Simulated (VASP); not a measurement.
Runs of VASP 6.6.1 on HfC3. The structure is that of space group Pm-3m (No. 221), or close to it. The cells are those of the table. 

```csv
task,cell,k mesh,cutoff (eV),gap on the mesh (eV),pressure (GPa),relaxed volume (Å³/atom)
single point,"a = 3.374 Å, 4 atoms",14 × 14 × 14,520,none,-1.4,-
single point,"a = 3.373 Å, 4 atoms",6 × 6 × 6,520,none,-1.5,-
single point,"a = 3.457 Å, 4 atoms",6 × 6 × 6,520,none,(b),-
relaxation of cell and atoms,"relaxed from a = 3.373 Å, 4 atoms",14 × 14 × 14,600,none,0.0,(a)
relaxation of cell and atoms,"relaxed from a = 3.457 Å, 4 atoms",6 × 6 × 6,600,none,-0.1,9.53
```

Alike in all rows: level PBE; potentials or basis VASP PAW PBE potentials, release 64 (Hf_pv, C); no spin polarisation; smearing gaussian 0.1 eV.

Task: Estimate the missing entries.

Result: (a) 9.54; (b) -14.9.

Caveats: spin-orbit coupling is left out, which moves the levels of the heavy elements; the cell stands under tension (at least some runs).

A k mesh can miss the band edges, and the runs leave out spin-orbit coupling on Hf.

A gap of «none» marks levels without a gap at the run's occupations.
